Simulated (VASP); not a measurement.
# I (Fd-3m) in VASP: single point with LDA

Aim: the single point of I with LDA.

All numbers are computed with VASP 6.6.1; they aren't measurements. Logs are shortened: lines on timing, memory, paths and dates and some standing lists are left out, and cuts for length are marked.

## 1. The cell of the first run

It takes space group Fd-3m (No. 227, cubic). Conventional cell: a = 7.579 Å, b = 7.579 Å, c = 7.579 Å, α = 90.00°, β = 90.00°, γ = 90.00°. I (site symmetry -43m) has 4 I at 3.28 Å within 4.3 Å.

## 2. Single point, LDA

File INCAR:

```
SYSTEM = I
  PREC = Accurate
  ENCUT = 520
  EDIFF = 1E-7
  ISMEAR = -1
  SIGMA = 0.13605693000000002
  LREAL = .FALSE.
  LASPH = .TRUE.
  NELM = 100
  ALGO = Normal
  ISIF = 2
  LWAVE = .FALSE.
  LCHARG = .TRUE.
  GGA = CA
  LELF = .TRUE.
  LVHAR = .TRUE.
  NBANDS = 14
```

File KPOINTS:

```
regular mesh
0
G
  8 8 8
  0 0 0
```

File POSCAR:

```
I
1.0
    0.0000000000      3.7892586785      3.7892586785
    3.7892586785      0.0000000000      3.7892586785
    3.7892586785      3.7892586785      0.0000000000
I
2
Direct
    0.0000000000      0.0000000000      0.0000000000
    0.2500000000      0.2500000000      0.2500000000
```

Potentials or basis: VASP PAW LDA potentials, release 64 (I).

Command:

```console
> cat potpaw_LDA.64/I/POTCAR > POTCAR
> mpirun -np 1 vasp_std > vasp.out
```

OUTCAR:

```text
SYSTEM = I
   PREC = Accurate
   ENCUT = 520
   EDIFF = 1E-7
   ISMEAR = -1
   LREAL = .FALSE.
   LASPH = .TRUE.
   NELM = 100
   ISIF = 2
   GGA = CA

 ion  position               nearest neighbor table
   1  0.000  0.000  0.000-   2 3.28   2 3.28   2 3.28   2 3.28
   2  0.250  0.250  0.250-   1 3.28   1 3.28   1 3.28   1 3.28

  LATTYP: Found a face centered cubic cell.
 ALAT       =     7.5785173570

  Lattice vectors:

 A1 = (   0.0000000000,   3.7892586785,   3.7892586785)
 A2 = (   3.7892586785,   0.0000000000,   3.7892586785)
 A3 = (   3.7892586785,   3.7892586785,   0.0000000000)

Analysis of symmetry for initial positions (statically):
=====================================================================
 Subroutine PRICEL returns:
 Original cell was already a primitive cell.

 Routine SETGRP: Setting up the symmetry group for a
 face centered cubic supercell.

 Subroutine GETGRP returns: Found 48 space group operations
 (whereof 24 operations were pure point group operations)
 out of a pool of 48 trial point group operations.

The static configuration has the point symmetry T_d .
 The point group associated with its full space group is O_h .

Analysis of symmetry for dynamics (positions and initial velocities):
=====================================================================
 Subroutine PRICEL returns:
 Original cell was already a primitive cell.

 Routine SETGRP: Setting up the symmetry group for a
 face centered cubic supercell.

 Subroutine GETGRP returns: Found 48 space group operations
 (whereof 24 operations were pure point group operations)
 out of a pool of 48 trial point group operations.

The dynamic configuration has the point symmetry T_d .
 The point group associated with its full space group is O_h .

 Subroutine INISYM returns: Found 48 space group operations
 (whereof 24 operations are pure point group operations),
 and found     1 'primitive' translations

----------------------------------------------------------------------------------------

                                     Primitive cell

  volume of cell :     108.8160

  direct lattice vectors                    reciprocal lattice vectors
     0.000000000  3.789258678  3.789258678    -0.131951931  0.131951931  0.131951931
     3.789258678  0.000000000  3.789258678     0.131951931 -0.131951931  0.131951931
     3.789258678  3.789258678  0.000000000     0.131951931  0.131951931 -0.131951931

  length of vectors
     5.358821014  5.358821014  5.358821014     0.228547449  0.228547449  0.228547449

  position of ions in fractional coordinates (direct lattice)
     0.000000000  0.000000000  0.000000000
     0.250000000  0.250000000  0.250000000

  ion indices of the primitive-cell ions
   primitive index   ion index
                 1           1
                 2           2

----------------------------------------------------------------------------------------

 KPOINTS: regular mesh

Automatic generation of k-mesh.
 Grid dimensions read from file:
 generate k-points for:    8    8    8

 Generating k-lattice:

  Cartesian coordinates                     Fractional coordinates (reciprocal lattice)
    -0.016493991  0.016493991  0.016493991     0.125000000  0.000000000  0.000000000
     0.016493991 -0.016493991  0.016493991     0.000000000  0.125000000  0.000000000
     0.016493991  0.016493991 -0.016493991     0.000000000  0.000000000  0.125000000

  Length of vectors
     0.028568431  0.028568431  0.028568431

  Shift w.r.t. Gamma in fractional coordinates (k-lattice)
     0.000000000  0.000000000  0.000000000

 Subroutine IBZKPT returns following result:
 ===========================================

 Found     29 irreducible k-points:

 Following reciprocal coordinates:
            Coordinates               Weight
  0.000000  0.000000  0.000000      1.000000
  0.125000  0.000000  0.000000      8.000000
  0.250000  0.000000  0.000000      8.000000
  0.375000  0.000000  0.000000      8.000000
  0.500000  0.000000  0.000000      4.000000
  0.125000  0.125000  0.000000      6.000000
[... 16 lines left out ...]
  0.500000  0.250000  0.125000     48.000000
 -0.375000  0.250000  0.125000     24.000000
 [... further k-points ...]
   k-points           NKPTS =     29   k-points in BZ     NKDIM =     29   number of bands    NBANDS=     14
   number of dos      NEDOS =    301   number of ions     NIONS =      2
   total plane-waves  NPLWV =  64000
   dimension x,y,z NGX =    40 NGY =   40 NGZ =   40
   dimension x,y,z NGXF=    80 NGYF=   80 NGZF=   80
   ions per type =               2
   NGX,Y,Z   is equivalent  to a cutoff of  12.41, 12.41, 12.41 a.u.
   NGXF,Y,Z  is equivalent  to a cutoff of  24.82, 24.82, 24.82 a.u.
 SYSTEM =  I
   PREC   = accura    normal or accurate (medium, high low for compatibility)
   ISTART =      0    job   : 0-new  1-cont  2-samecut
   ICHARG =      2    charge: 1-file 2-atom 10-const
   ISPIN  =      1    spin polarized calculation?
   LNONCOLLINEAR =      F non collinear calculations
   LSORBIT =      F    spin-orbit coupling
   LASPH  =      T    aspherical Exc in radial PAW
   ENCUT  =  520.0 eV  38.22 Ry    6.18 a.u.   9.96  9.96  9.96*2*pi/ulx,y,z
   NELM   =    100;   NELMIN=  2; NELMDL= -5     # of ELM steps
   EDIFF  = 0.1E-06   stopping-criterion for ELM
   LREAL  =      F    real-space projection
   EDIFFG = 0.1E-05   stopping-criterion for IOM
   NSW    =      0    number of steps for IOM
   IBRION =     -1    ionic relax: 0-MD 1-quasi-New 2-CG
   NFREE  =      0    steps in history (QN), initial steepest desc. (CG)
   ISIF   =      2    stress and relaxation
   ISYM   =      2    0-nonsym 1-usesym 2-fastsym
   POTIM  = 0.5000    time-step for ionic-motion
   TEBEG  =    0.0;   TEEND  =   0.0 temperature during run
   PSTRESS=    0.0 pullay stress
   NELECT =      14.0000    total number of electrons
   NUPDOWN=      -1.0000    fix difference up-down
   EMIN   =  10.00;   EMAX   =-10.00  energy-range for DOS
   EFERMI =   0.00;   METHOD = LEGACY
   ISMEAR =    -1;   SIGMA  =   0.14  broadening in eV -4-tet -1-fermi 0-gaus
   EFERMI_NEDOS =   21; number of points for ismear=-14 and -15
   IALGO  =     38    algorithm
   IMIX   =      4    mixing-type and parameters
     AMIX     =   0.40;   BMIX     =  1.00
     AMIX_MAG =   1.60;   BMIX_MAG =  1.00
  volume/ion in A,a.u.               =      54.41       367.16
  Fermi-wavevector in a.u.,A,eV,Ry     =   0.826456  1.561776  9.293189  0.683030
  Thomas-Fermi vector in A             =   1.938491
   LORBIT       =      0    0 simple, 1 ext, 2 COOP (PROOUT), +10 PAW based schemes
   GGA     = CA    functional components
   LHFCALC =     F    Hartree Fock is set to
   AEXX    =    0.0000 exact exchange contribution
   IVDW    =     0    specifies the selected vdW correction
   LEPSILON=     F    determine dielectric tensor
   LRPA    =     F    only Hartree local field effects (RPA)
 non-spin polarized calculation
  energy-cutoff  :      520.00
  volume of cell :      108.82
 maximum number of plane-waves:      2954
   NGX = 19   NGY = 19   NGZ = 19

 number of electron      14.0000002 magnetization

 Free energy of the ion-electron system (eV)
  ---------------------------------------------------
  ext. energy  EPLUGINS =         0.00000000
  ---------------------------------------------------
  free energy    TOTEN  =        -2.87582174 eV

  energy without entropy =       -2.64706437  energy(sigma->0) =       -2.76144306

 E-fermi :   1.0101     XC(G=0):  -7.2062

 val. band max:        1.0073317216   @ k =   0.3750   0.2500   0.0000
 cond. band min:       1.0588269087   @ k =  -0.3750   0.1250   0.0000
 fundamental gap:      0.0514951871
 Fermi energy:         1.0100876426

 k-point     1 :       0.0000    0.0000    0.0000
  band No.  band energies     occupation
      1     -12.3850      2.00000
      2     -10.0607      2.00000
      3      -1.9148      2.00000
      4      -1.9148      2.00000
      5      -1.9148      2.00000
      6       0.0004      1.99880
      7       0.0004      1.99880
      8       0.0004      1.99880
      9       4.9616      0.00000
     10       7.6456      0.00000
     11       7.6456      0.00000
     12       8.9858      0.00000
     13       8.9858      0.00000
     14       8.9858      0.00000

 k-point     2 :       0.1250    0.0000    0.0000
  band No.  band energies     occupation
      1     -12.3322      2.00000
      2     -10.1482      2.00000
      3      -1.9877      2.00000
      4      -1.9877      2.00000
      5      -1.9645      2.00000
      6       0.0903      1.99769
      7       0.1085      1.99735
      8       0.1085      1.99735
      9       5.2569      0.00000
     10       7.4222      0.00000
     11       7.4222      0.00000
     12       8.7643      0.00000
     13       9.5278      0.00000
     14       9.5278      0.00000

 k-point     3 :       0.2500    0.0000    0.0000
  band No.  band energies     occupation
      1     -12.1864      2.00000
      2     -10.3755      2.00000
      3      -2.1382      2.00000
      4      -2.1382      2.00000
      5      -2.1029      2.00000
      6       0.3418      1.98539
      7       0.3418      1.98539
      8       0.3833      1.98022
      9       5.9141      0.00000
     10       7.2591      0.00000
     11       7.2591      0.00000
     12       8.4613      0.00000
     13       9.7742      0.00000
     14      10.3472      0.00000
[... 324 lines left out ...]
 k-point    23 :       0.5000    0.2500    0.1250
  band No.  band energies     occupation
      1     -11.8601      2.00000
      2     -10.8196      2.00000
      3      -2.7570      2.00000
      4      -2.4407      2.00000
      5      -1.5093      2.00000
      6      -0.0168      1.99895
      7       0.8701      1.47352
      8       1.1345      0.57213
      9       6.4503      0.00000
     10       6.5640      0.00000
     11       7.8554      0.00000
     12       8.5725      0.00000
     13       9.6935      0.00000
     14      10.1367      0.00000

 k-point    24 :      -0.3750    0.2500    0.1250
  band No.  band energies     occupation
      1     -11.7470      2.00000
      2     -10.9571      2.00000
      3      -2.8318      2.00000
      4      -2.4901      2.00000
      5      -1.4850      2.00000
      6       0.0784      1.99788
      7       0.9273      1.29516
      8       1.2332      0.32503
      9       6.2917      0.00000
     10       6.7310      0.00000
     11       7.8090      0.00000
     12       8.4550      0.00000
     13       9.5501      0.00000
     14      10.4114      0.00000

 [... further k-points ...]
[... 5 lines left out ...]
  --------------------------------------------------------------------------------------
  -------------------------------------------------------------------------------------
  Total        0.0069275      0.0069275      0.0069275     -0.0000000      0.0000000      0.0000000
  in kB        0.1019993      0.1019993      0.1019993     -0.0000000      0.0000000      0.0000000
  external PRESSURE =       0.1019993 kB  Pullay stress =       0.0000000 kB

 VOLUME and BASIS-vectors are now :
 -----------------------------------------------------------------------------
  energy-cutoff  :      520.00
  volume of cell :      108.82
      direct lattice vectors                 reciprocal lattice vectors
     0.000000000  3.789258678  3.789258678    -0.131951931  0.131951931  0.131951931
     3.789258678  0.000000000  3.789258678     0.131951931 -0.131951931  0.131951931
     3.789258678  3.789258678  0.000000000     0.131951931  0.131951931 -0.131951931

 POSITION                                       TOTAL-FORCE (eV/Angst)
 -----------------------------------------------------------------------------------
      0.00000      0.00000      0.00000         0.000000      0.000000      0.000000
      1.89463      1.89463      1.89463        -0.000000     -0.000000     -0.000000
 -----------------------------------------------------------------------------------
    total drift:                               -0.000000      0.000000      0.000000

  FREE ENERGIE OF THE ION-ELECTRON SYSTEM (eV)
  ---------------------------------------------------
  free  energy   TOTEN  =        -2.8758217391 eV

  energy  without entropy=       -2.6470643716  energy(sigma->0) =       -2.76144306
```

It took 36 s on 1 thread of Intel Xeon Platinum 8375C at 2.90GHz (Ice Lake), shared host; peak memory 0.21 GiB.

Results:

```
Free energy            : -2.8758 eV
Pressure               : 0.0 GPa
Band gap on the k mesh : zero (band 7 reaches 1.47 eV, above the bottom of band 8 at 0.00 eV)
```

Caveat: spin-orbit coupling is left out, which moves the levels of the heavy elements.
